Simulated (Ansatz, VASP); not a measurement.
## W: VASP beside Ansatz

```
W
1.0
     0.00000    2.06045    2.09090
     2.06045    0.00000    2.09090
     2.06045    2.06045    0.00000
W
1
Direct
  0.00000 0.00000 0.00000
```

Change from the starting cell: strain +0.015 along x and y, +0.030 along z, atoms carried along.

Alike in both runs: task single point; functional r2SCAN; k mesh 20 × 20 × 20; occupations gaussian, width 0.15 eV; no spin polarisation.

|  | VASP | Ansatz |
| --- | --- | --- |
| version | VASP 6.6.1 | Ansatz 0.2.0 |
| potentials or method | VASP PAW PBE potentials, release 64 (W_sv), cutoff 520 eV | scalar-relativistic, plane waves, PAW |
| valence electrons in the cell | 14 | 14 |

VASP gave:

| Quantity | Value |
| --- | --- |
| gap on the k mesh at the Fermi level (eV) | none |
| pressure (GPa) | -21.9 |
| traceless stress, the component that is largest in VASP (GPa) | 3.76 |

Problem. Estimate Ansatz's values.

Solution. gap on the k mesh at the Fermi level (eV): none; pressure (GPa): -22.6; traceless stress, the component that is largest in VASP (GPa): 3.76.

VASP's potentials were made for PBE, not for r2SCAN. A gap of «none» marks a metal or a gap that the smearing closes.

Spin-orbit coupling is off throughout.
